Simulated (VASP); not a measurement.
# NaHF2 (R-3m) in VASP: notebook

NaHF2 is run at these levels: LDA; tasks: electric field gradients.

Program: VASP 6.6.1. These are calculated values, not measurements. Logs are shortened: lines on timing, memory, paths and dates and some standing lists are left out, and cuts for length are marked.

## (1) The cell of the first run

Symmetry: R-3m, No. 166, trigonal system. Conventional cell: a = 3.457 Å, b = 3.457 Å, c = 13.917 Å, α = 90.00°, β = 90.00°, γ = 120.00°. Within 3.1 Å of Na (site symmetry -3m) lie 6 F at 2.26 Å and 6 H at 3.06 Å. H (site symmetry -3m) has 2 F at 1.25 Å within 1.7 Å. F (site symmetry 3m) has 1 H at 1.25 Å within 1.7 Å.

## (2) Electric field gradients, LDA

INCAR reads:

```
ALGO = Normal ; EDIFF = 1E-8
ENCUT = 520 ; GGA = CA
ISIF = 2 ; ISMEAR = -1
LASPH = T ; LCHARG = F
LEFG = T ; LREAL = F
LWAVE = F ; NBANDS = 19
NELM = 80 ; PREC = Accurate
SIGMA = 0.02
```

KPOINTS reads:

```
k-points
0
Gamma
  10 10 10
```

POSCAR reads:

```
NaHF2
1.0
    1.7284452171      0.9979183114      4.6388706988
   -1.7284452171      0.9979183114      4.6388706988
    0.0000000000     -1.9958366228      4.6388706988
Na H F
1 1 2
Direct
    0.0000000000      0.0000000000      0.0000000000
    0.5000000000      0.5000000000      0.5000000000
    0.4100000000      0.4100000000      0.4100000000
    0.5900000000      0.5900000000      0.5900000000
```

Potentials or basis: VASP PAW LDA potentials, release 64 (Na_pv, H, F).

Run with:

```console
> cat potpaw_LDA.64/Na_pv/POTCAR potpaw_LDA.64/H/POTCAR potpaw_LDA.64/F/POTCAR > POTCAR
> mpirun -np 1 vasp_std > vasp.out
```

OUTCAR:

```text
EDIFF = 1E-8
   ENCUT = 520
   GGA = CA
   ISIF = 2
   ISMEAR = -1
   LASPH = T
   LREAL = F
   NELM = 80
   PREC = Accurate

 ion  position               nearest neighbor table
   1  0.000  0.000  0.000-   4 2.26   4 2.26   3 2.26   3 2.26   4 2.26   3 2.26
   2  0.500  0.500  0.500-   3 1.25   4 1.25
   3  0.410  0.410  0.410-   2 1.25   1 2.26   1 2.26   1 2.26
   4  0.590  0.590  0.590-   2 1.25   1 2.26   1 2.26   1 2.26

  LATTYP: Found a trigonal (rhomboedric) cell.
 ALAT       =     5.0499985332
 COS(alpha) =     0.7657073146

  Lattice vectors:

 A1 = (   1.7284452171,   0.9979183114,   4.6388706988)
 A2 = (  -1.7284452171,   0.9979183114,   4.6388706988)
 A3 = (   0.0000000000,  -1.9958366228,   4.6388706988)

Analysis of symmetry for initial positions (statically):
=====================================================================
 Subroutine PRICEL returns:
 Original cell was already a primitive cell.

 Routine SETGRP: Setting up the symmetry group for a
 trigonal (rhombohedral) supercell.

 Subroutine GETGRP returns: Found 12 space group operations
 (whereof 12 operations were pure point group operations)
 out of a pool of 12 trial point group operations.

The static configuration has the point symmetry D_3d.

Analysis of symmetry for dynamics (positions and initial velocities):
=====================================================================
 Subroutine PRICEL returns:
 Original cell was already a primitive cell.

 Routine SETGRP: Setting up the symmetry group for a
 trigonal (rhombohedral) supercell.

 Subroutine GETGRP returns: Found 12 space group operations
 (whereof 12 operations were pure point group operations)
 out of a pool of 12 trial point group operations.

The dynamic configuration has the point symmetry D_3d.

 Subroutine INISYM returns: Found 12 space group operations
 (whereof 12 operations are pure point group operations),
 and found     1 'primitive' translations

----------------------------------------------------------------------------------------

                                     Primitive cell

  volume of cell :      48.0081

  direct lattice vectors                    reciprocal lattice vectors
     1.728445217  0.997918311  4.638870699     0.289277320  0.167014339  0.071856569
    -1.728445217  0.997918311  4.638870699    -0.289277320  0.167014339  0.071856569
     0.000000000 -1.995836623  4.638870699     0.000000000 -0.334028677  0.071856569

  length of vectors
     5.049998533  5.049998533  5.049998533     0.341670197  0.341670197  0.341670197

  position of ions in fractional coordinates (direct lattice)
     0.000000000  0.000000000  0.000000000
     0.500000000  0.500000000  0.500000000
     0.410000000  0.410000000  0.410000000
     0.590000000  0.590000000  0.590000000

  ion indices of the primitive-cell ions
   primitive index   ion index
                 1           1
                 2           2
                 3           3
                 4           4

----------------------------------------------------------------------------------------

 KPOINTS: k-points

Automatic generation of k-mesh.
 Grid dimensions read from file:
 generate k-points for:   10   10   10

 Generating k-lattice:

  Cartesian coordinates                     Fractional coordinates (reciprocal lattice)
     0.028927732  0.016701434  0.007185657     0.100000000  0.000000000  0.000000000
    -0.028927732  0.016701434  0.007185657     0.000000000  0.100000000  0.000000000
     0.000000000 -0.033402868  0.007185657     0.000000000  0.000000000  0.100000000

  Length of vectors
     0.034167020  0.034167020  0.034167020

  Shift w.r.t. Gamma in fractional coordinates (k-lattice)
     0.000000000  0.000000000  0.000000000

 Subroutine IBZKPT returns following result:
 ===========================================

 Found    116 irreducible k-points:

 Following reciprocal coordinates:
            Coordinates               Weight
  0.000000  0.000000  0.000000      1.000000
  0.100000  0.000000  0.000000      6.000000
  0.200000  0.000000  0.000000      6.000000
  0.300000  0.000000 -0.000000      6.000000
  0.400000  0.000000  0.000000      6.000000
  0.500000  0.000000 -0.000000      3.000000
[... 16 lines left out ...]
  0.300000  0.300000 -0.000000      6.000000
  0.400000  0.300000 -0.000000     12.000000
 [... further k-points ...]
   k-points           NKPTS =    116   k-points in BZ     NKDIM =    116   number of bands    NBANDS=     19
   number of dos      NEDOS =    301   number of ions     NIONS =      4
   total plane-waves  NPLWV =  64000
   dimension x,y,z NGX =    40 NGY =   40 NGZ =   40
   dimension x,y,z NGXF=    80 NGYF=   80 NGZF=   80
   ions per type =               1   1   2
   NGX,Y,Z   is equivalent  to a cutoff of  13.17, 13.17, 13.17 a.u.
   NGXF,Y,Z  is equivalent  to a cutoff of  26.34, 26.34, 26.34 a.u.
 SYSTEM =  unknown system
   PREC   = accura    normal or accurate (medium, high low for compatibility)
   ISTART =      0    job   : 0-new  1-cont  2-samecut
   ICHARG =      2    charge: 1-file 2-atom 10-const
   ISPIN  =      1    spin polarized calculation?
   LNONCOLLINEAR =      F non collinear calculations
   LSORBIT =      F    spin-orbit coupling
   LASPH  =      T    aspherical Exc in radial PAW
   ENCUT  =  520.0 eV  38.22 Ry    6.18 a.u.   9.39  9.39  9.39*2*pi/ulx,y,z
   NELM   =     80;   NELMIN=  2; NELMDL= -5     # of ELM steps
   EDIFF  = 0.1E-07   stopping-criterion for ELM
   LREAL  =      F    real-space projection
   EDIFFG = 0.1E-06   stopping-criterion for IOM
   NSW    =      0    number of steps for IOM
   IBRION =     -1    ionic relax: 0-MD 1-quasi-New 2-CG
   NFREE  =      0    steps in history (QN), initial steepest desc. (CG)
   ISIF   =      2    stress and relaxation
   ISYM   =      2    0-nonsym 1-usesym 2-fastsym
   POTIM  = 0.5000    time-step for ionic-motion
   TEBEG  =    0.0;   TEEND  =   0.0 temperature during run
   PSTRESS=    0.0 pullay stress
   NELECT =      22.0000    total number of electrons
   NUPDOWN=      -1.0000    fix difference up-down
   EMIN   =  10.00;   EMAX   =-10.00  energy-range for DOS
   EFERMI =   0.00;   METHOD = LEGACY
   ISMEAR =    -1;   SIGMA  =   0.02  broadening in eV -4-tet -1-fermi 0-gaus
   EFERMI_NEDOS =   21; number of points for ismear=-14 and -15
   IALGO  =     38    algorithm
   IMIX   =      4    mixing-type and parameters
     AMIX     =   0.40;   BMIX     =  1.00
     AMIX_MAG =   1.60;   BMIX_MAG =  1.00
  volume/ion in A,a.u.               =      12.00        80.99
  Fermi-wavevector in a.u.,A,eV,Ry     =   1.262150  2.385118 21.674393  1.593023
  Thomas-Fermi vector in A             =   2.395573
   LORBIT       =      0    0 simple, 1 ext, 2 COOP (PROOUT), +10 PAW based schemes
   GGA     = CA    functional components
   LHFCALC =     F    Hartree Fock is set to
   AEXX    =    0.0000 exact exchange contribution
   IVDW    =     0    specifies the selected vdW correction
   LEPSILON=     F    determine dielectric tensor
   LRPA    =     F    only Hartree local field effects (RPA)
 non-spin polarized calculation
  energy-cutoff  :      520.00
  volume of cell :       48.01
 maximum number of plane-waves:      1317
 NGX is ok and might be reduce to    40
   NGX = 19   NGY = 19   NGZ = 19

 number of electron      21.9999997 magnetization

 Free energy of the ion-electron system (eV)
  ---------------------------------------------------
  ext. energy  EPLUGINS =         0.00000000
  ---------------------------------------------------
  free energy    TOTEN  =       -18.49770964 eV

  energy without entropy =      -18.49770964  energy(sigma->0) =      -18.49770964

 E-fermi :  -3.8444     XC(G=0):  -8.8353

 val. band max:       -4.2953597176   @ k =   0.5000   0.5000   0.5000
 cond. band min:       2.0260030761   @ k =   0.0000   0.0000   0.0000
 fundamental gap:      6.3213627936
 Fermi energy:        -3.8443998578

 k-point     1 :       0.0000    0.0000    0.0000
  band No.  band energies     occupation
      1     -23.9295      2.00000
      2     -23.3304      2.00000
      3     -22.3185      2.00000
      4     -22.3185      2.00000
      5     -22.0502      2.00000
      6      -8.6826      2.00000
[... 11 lines left out ...]
     18      16.5093      0.00000
     19      16.5093      0.00000
[... 489 lines left out ...]
      3     -22.3564      2.00000
      4     -22.2986      2.00000
      5     -22.0288      2.00000
      6      -8.2248      2.00000
[... 11 lines left out ...]
     18      15.0246      0.00000
     19      15.4190      0.00000

 [... further k-points ...]
[... 5 lines left out ...]
  --------------------------------------------------------------------------------------
  -------------------------------------------------------------------------------------
  Total       -0.4821697     -0.4821697     -5.3549648      0.0000000      0.0000000      0.0000000
  in kB      -16.0914953    -16.0914953   -178.7117350      0.0000000      0.0000000      0.0000000
  external PRESSURE =     -70.2982419 kB  Pullay stress =       0.0000000 kB

 VOLUME and BASIS-vectors are now :
 -----------------------------------------------------------------------------
  energy-cutoff  :      520.00
  volume of cell :       48.01
      direct lattice vectors                 reciprocal lattice vectors
     1.728445217  0.997918311  4.638870699     0.289277320  0.167014339  0.071856569
    -1.728445217  0.997918311  4.638870699    -0.289277320  0.167014339  0.071856569
     0.000000000 -1.995836623  4.638870699     0.000000000 -0.334028677  0.071856569

 POSITION                                       TOTAL-FORCE (eV/Angst)
 -----------------------------------------------------------------------------------
      0.00000      0.00000      0.00000        -0.000000     -0.000000      0.000000
      0.00000      0.00000      6.95831         0.000000     -0.000000      0.000000
      0.00000      0.00000      5.70581        -0.000000      0.000000      2.123645
      0.00000      0.00000      8.21080        -0.000000     -0.000000     -2.123645
 -----------------------------------------------------------------------------------
    total drift:                                0.000000      0.000000     -0.000000

  FREE ENERGIE OF THE ION-ELECTRON SYSTEM (eV)
  ---------------------------------------------------
  free  energy   TOTEN  =       -18.4977096402 eV

  energy  without entropy=      -18.4977096402  energy(sigma->0) =      -18.49770964

 Electric field gradients (V/A^2)
---------------------------------------------------------------------
 ion       V_xx      V_yy      V_zz      V_xy      V_xz      V_yz
---------------------------------------------------------------------
   1      -4.192    -4.192     8.384     0.000     0.000    -0.000
   2       0.295     0.295    -0.590    -0.000     0.000    -0.000
   3     -59.135   -59.135   118.270    -0.000     0.000    -0.000
   4     -59.135   -59.135   118.270     0.000    -0.000    -0.000
---------------------------------------------------------------------

 Electric field gradients after diagonalization (V/A^2)
 (convention: |V_zz| > |V_xx| > |V_yy|)
----------------------------------------------------------------------
 ion       V_xx      V_yy      V_zz     asymmetry (V_yy - V_xx)/ V_zz
----------------------------------------------------------------------
   1      -4.192    -4.192     8.384       0.000
   2       0.295     0.295    -0.590       0.000
   3     -59.135   -59.135   118.270       0.000
   4     -59.135   -59.135   118.270       0.000
----------------------------------------------------------------------

           NMR quadrupolar parameters

 Cq : quadrupolar parameter    Cq=e*Q*V_zz/h
 eta: asymmetry parameters     (V_yy - V_xx)/ V_zz
 Q  : nuclear electric quadrupole moment in mb (millibarn)
----------------------------------------------------------------------
 ion       Cq(MHz)       eta       Q (mb)
----------------------------------------------------------------------
   1       0.020       0.000       1.000
   2      -0.001       0.000       1.000
   3       0.286       0.000       1.000
   4       0.286       0.000       1.000
----------------------------------------------------------------------
```

Run time: 5.5 min. Hardware: 1 thread of Intel Xeon 8259CL, shared host; peak memory 0.25 GiB.

What came out:

```
Free energy                             : -18.4977 eV
Pressure                                : -7.0 GPa
Largest force                           : 2.124 eV/Å
Band gap on the k mesh                  : 6.32 eV (least direct gap 6.62 eV)
Largest electric field gradient by atom : Na +8.4; H -0.6; F +118.3 V/Å²
```

Forces on the atoms (eV/Å):
```
Na   0.000  0.000  0.000
H    0.000  0.000  0.000
F    0.000  0.000  2.124
F    0.000  0.000 -2.124
```

Levels at points of the mesh, in eV from the valence-band top:
| k point | band 9 | band 10 | band 11 | band 12 | band 13 | band 14 |
| --- | --- | --- | --- | --- | --- | --- |
| (0.00, 0.00, 0.00) | -0.31 | -0.31 | -0.30 | 6.32 | 12.80 | 14.04 |
| (0.50, 0.00, 0.00) | -0.47 | -0.45 | -0.42 | 10.06 | 11.15 | 14.90 |
| (0.50, 0.50, 0.00) | -0.74 | -0.58 | -0.13 | 10.98 | 11.27 | 13.39 |
| (0.50, 0.50, 0.50) | -0.62 | 0.00 | 0.00 | 8.05 | 9.80 | 13.62 |

Electric field gradients, principal values (V/Å²):
```csv
atom,least,middle,greatest (by size)
1 Na,-4.192,-4.192,8.384
2 H,0.295,0.295,-0.590
3 F,-59.135,-59.135,118.270
4 F,-59.135,-59.135,118.270
```

Caveat: the stress differs along the axes, from -18 to -2 GPa; without QUAD_EFG the Cq values of the log hold for a quadrupole moment of 1 mb, not for the nuclei; forces of over 1 eV/Å act on the atoms, so gaps and moduli don't describe the material at rest. A k mesh can miss the band edges.

## (3) Electric field gradients, LDA (11.52 Å³/atom)

This run uses another cell than the first one, of 11.52 Å³/atom.

INCAR reads:

```
  PREC = Accurate
  ENCUT = 520
  EDIFF = 1E-8
  ISMEAR = -1
  SIGMA = 0.02
  LREAL = False
  LASPH = True
  NELM = 80
  ALGO = Normal
  ISIF = 2
  LWAVE = False
  LCHARG = False
  LEFG = True
  NBANDS = 19
```

KPOINTS reads:

```
regular mesh
0
Gamma
  10 10 10
```

POSCAR reads:

```
NaHF2
1.0
    1.7050849857      0.9844312755      4.5761755715
   -1.7050849857      0.9844312755      4.5761755715
    0.0000000000     -1.9688625510      4.5761755715
Na H F
1 1 2
Direct
    0.0000000000      0.0000000000      0.0000000000
    0.5000000000      0.5000000000      0.5000000000
    0.4100000000      0.4100000000      0.4100000000
    0.5900000000      0.5900000000      0.5900000000
```

Potentials or basis: VASP PAW LDA potentials, release 64 (Na_pv, H, F).

Run with:

```console
> cat potpaw_LDA.64/Na_pv/POTCAR potpaw_LDA.64/H/POTCAR potpaw_LDA.64/F/POTCAR > POTCAR
> mpirun -np 1 vasp_std > vasp.out
```

OUTCAR:

```text
PREC = Accurate
   ENCUT = 520
   EDIFF = 1E-8
   ISMEAR = -1
   LREAL = False
   LASPH = True
   NELM = 80
   ISIF = 2

 ion  position               nearest neighbor table
   1  0.000  0.000  0.000-   4 2.23   4 2.23   3 2.23   3 2.23   4 2.23   3 2.23
   2  0.500  0.500  0.500-   3 1.24   4 1.24
   3  0.410  0.410  0.410-   2 1.24   1 2.23   1 2.23   1 2.23
   4  0.590  0.590  0.590-   2 1.24   1 2.23   1 2.23   1 2.23

  LATTYP: Found a trigonal (rhomboedric) cell.
 ALAT       =     4.9817469432
 COS(alpha) =     0.7657073146

  Lattice vectors:

[... 755 lines left out ...]
 ion       V_xx      V_yy      V_zz      V_xy      V_xz      V_yz
---------------------------------------------------------------------
   1      -4.542    -4.542     9.085     0.000     0.000    -0.000
   2      -0.345    -0.345     0.691    -0.000     0.000    -0.000
   3     -57.771   -57.771   115.543    -0.000     0.000    -0.000
   4     -57.771   -57.771   115.543     0.000    -0.000    -0.000
---------------------------------------------------------------------

 Electric field gradients after diagonalization (V/A^2)
 (convention: |V_zz| > |V_xx| > |V_yy|)
----------------------------------------------------------------------
 ion       V_xx      V_yy      V_zz     asymmetry (V_yy - V_xx)/ V_zz
----------------------------------------------------------------------
   1      -4.542    -4.542     9.085       0.000
   2      -0.345    -0.345     0.691       0.000
   3     -57.771   -57.771   115.543       0.000
   4     -57.771   -57.771   115.543       0.000
----------------------------------------------------------------------

           NMR quadrupolar parameters

 Cq : quadrupolar parameter    Cq=e*Q*V_zz/h
 eta: asymmetry parameters     (V_yy - V_xx)/ V_zz
 Q  : nuclear electric quadrupole moment in mb (millibarn)
----------------------------------------------------------------------
 ion       Cq(MHz)       eta       Q (mb)
----------------------------------------------------------------------
   1       0.022       0.000       1.000
   2       0.002       0.000       1.000
   3       0.279       0.000       1.000
   4       0.279       0.000       1.000
----------------------------------------------------------------------
```

Wall time 3.7 min (1 thread of Oxide Virtual Turin-like, shared host); peak memory 0.21 GiB.

What came out:

```yaml
Free_energy: -18.5689 eV
Pressure: -5.4 GPa
Largest_force: 2.020 eV/Å
Band_gap_on_the_k_mesh: 6.47 eV (least direct gap 6.76 eV)
Largest_electric_field_gradient_by_atom: Na +9.1; H +0.7; F +115.5 V/Å²
```

Forces on the atoms (eV/Å):
```
Na   0.000  0.000  0.000
H    0.000  0.000  0.000
F    0.000  0.000  2.020
F    0.000  0.000 -2.020
```

Levels at points of the mesh, in eV from the valence-band top:
```
           k point  band 9  band 10  band 11  band 12  band 13  band 14
(0.00, 0.00, 0.00)   -0.33    -0.33    -0.29     6.47    13.02    14.49
(0.50, 0.00, 0.00)   -0.51    -0.45    -0.44    10.34    11.32    15.31
(0.50, 0.50, 0.00)   -0.79    -0.60    -0.14    11.30    11.43    13.58
(0.50, 0.50, 0.50)   -0.66     0.00     0.00     8.19    10.08    13.99
```

Electric field gradients, principal values (V/Å²):
```
atom    least   middle  greatest (by size)
1 Na   -4.542   -4.542               9.085
 2 H   -0.345   -0.345               0.691
 3 F  -57.771  -57.771             115.543
 4 F  -57.771  -57.771             115.543
```

Caveat: the stress differs along the axes, from -15 to -0 GPa; without QUAD_EFG the Cq values of the log hold for a quadrupole moment of 1 mb, not for the nuclei; forces of over 1 eV/Å act on the atoms, so gaps and moduli don't describe the material at rest. A k mesh can miss the band edges.

(Part 1 of 2 ends here.)
